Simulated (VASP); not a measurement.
## SnSe2: single point with PBEsol

The system is SnSe2.

```xyz
3
Lattice="3.9040 0.0000 0.0000 -1.9520 3.3810 0.0000 0.0000 0.0000 6.2857" Properties=species:S:1:pos:R:3 pbc="T T T"
Sn    0.0000    0.0000    0.0000
Se    0.0000    2.2540    1.5651
Se    1.9520    1.1270    4.7206
```

| Quantity | Value |
| --- | --- |
| Program | VASP 6.6.1 |
| Task | single point |
| Functional | PBEsol |
| Potentials or basis | VASP PAW PBE potentials, release 64 (Sn_d, Se) |
| Cutoff | 500 eV |
| k mesh | 6 × 6 × 4 |
| Occupations | gaussian, width 0.01 eV |
| Spin | no spin polarisation |

* Pressure: -2.1 GPa
* Largest force: 0.035 eV/Å
* Band gap on the k mesh: 0.69 eV (least direct gap 0.72 eV)

Forces on the atoms (eV/Å):
```
Sn   0.000  0.000  0.000
Se   0.000  0.000 -0.035
Se   0.000  0.000  0.035
```

Stress tensor (GPa, compression positive):
```
-2.68  0.00  0.00
 0.00 -2.68  0.00
 0.00  0.00 -0.84
```

Levels at points of the mesh, in eV from the valence-band top:
```csv
k point,band 11,band 12,band 13,band 14,band 15,band 16
"(0.00, 0.00, 0.00)",-0.33,-0.33,0.00,0.72,2.81,4.46
"(0.50, 0.00, 0.00)",-2.42,-1.05,-0.25,1.03,3.64,5.27
"(0.00, 0.00, 0.50)",-0.69,-0.19,-0.19,2.09,2.71,4.22
"(0.50, 0.00, 0.50)",-1.84,-0.72,-0.60,0.72,4.12,4.77
```

Run time: 54 s on 1 thread of Intel Xeon 8259CL (shared host), peak memory 0.2 GiB.

Caveat: the PAW data sets were made with another functional, which shifts forces and pressure a little; spin-orbit coupling is left out, which moves the levels of the heavy elements; this functional lacks dispersion, which binds the layers, so the pressure and a relaxed spacing across them are unreliable. A k mesh can miss the band edges.
